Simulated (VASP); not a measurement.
Wanted: the native input for a VASP 6.6.1 run.

| Item | Value |
| --- | --- |
| Task | single point |
| Functional | RPBE |
| Dispersion | D4 |
| Potentials or basis | VASP PAW PBE potentials, release 64 (In_d, As) |
| Cutoff | 520 eV |
| k mesh | 8 × 8 × 8 |
| Occupations | fermi-dirac, width 0.05 eV |
| Spin | no spin polarisation |
| Dipole correction | no |
| Further INCAR settings | ALGO = Normal; EDIFF = 1e-07; NBANDS = 16 |

The structure of InAs lies in POSCAR:

```
InAs
1.0
    0.0000000000      3.0523993177      3.0523993177
    3.0523993177      0.0000000000      3.0523993177
    3.0523993177      3.0523993177      0.0000000000
In As
1 1
Direct
    0.0000000000      0.0000000000      0.0000000000
    0.7500000000      0.7500000000      0.7500000000
```

The input as run:

INCAR

```
ALGO = Normal
EDIFF = 1E-7
ENCUT = 520
GGA = RP
ISIF = 2
ISMEAR = -1
IVDW = 13
LASPH = True
LCHARG = True
LELF = True
LREAL = False
LVHAR = True
LWAVE = False
NBANDS = 16
NELM = 100
PREC = Accurate
SIGMA = 0.05
```

KPOINTS

```
k-points
0
Gamma
  8 8 8
```

Potentials or basis: VASP PAW PBE potentials, release 64 (In_d, As).

Launch:

```bash
$ cat potpaw_PBE.64/In_d/POTCAR potpaw_PBE.64/As/POTCAR > POTCAR
$ mpirun -np 1 vasp_std > vasp.out
```

Results of the run:

```
Pressure                   : 0.0 GPa
Band gap on the k mesh     : zero (filled and empty bands touch)
Dispersion energy per atom : -0.589 eV
```

Caveat: semilocal functionals underestimate gaps, so a narrow gap can read as zero; the PAW data sets were made with another functional, which shifts forces and pressure a little; spin-orbit coupling is left out, which moves the levels of the heavy elements.

Wall time 40 s on 1 thread of Intel Xeon 8259CL, with other jobs on the host, peak memory 0.19 GiB.
